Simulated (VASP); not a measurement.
Runs of VASP 6.6.1 on HfN. The structure is that of space group F-43m (No. 216), or close to it. The cells are those of the table. 

```tsv
task	level	cell	cutoff (eV)	gap on the mesh (eV)	pressure (GPa)	relaxed volume (Å³/atom)
single point	PBEsol	a = 3.442 Å, angles 60.0°, 2 atoms	520	none	(a)	-
relaxation of cell and atoms	BLYP+D3(BJ)	relaxed from a = 3.472 Å, angles 60.0°, 2 atoms	600	none	0.0	14.60
relaxation of cell and atoms	PBEsol	relaxed from a = 3.472 Å, angles 60.0°, 2 atoms	600	none	-0.1	(b)
single point	BLYP+D3(BJ)	a = 3.460 Å, angles 60.0°, 2 atoms	520	none	-0.4	-
single point	PBEsol+D3(BJ)	a = 3.422 Å, angles 60.0°, 2 atoms	520	none	-0.8	-
```

Alike in all rows: potentials or basis VASP PAW PBE potentials, release 64 (Hf_pv, N); no spin polarisation; k mesh 11 × 11 × 11; smearing methfessel-paxton 0.1 eV.

Fill in the values left out.

(a) -0.9; (b) 14.35.

Caveats: the PAW data sets were made with another functional, which shifts forces and pressure a little; spin-orbit coupling is left out, which moves the levels of the heavy elements; pairwise dispersion overbinds metals, which lowers pressure and volume (some runs).

A k mesh can miss the band edges, and the runs leave out spin-orbit coupling on Hf.

A gap of «none» marks levels without a gap at the run's occupations.
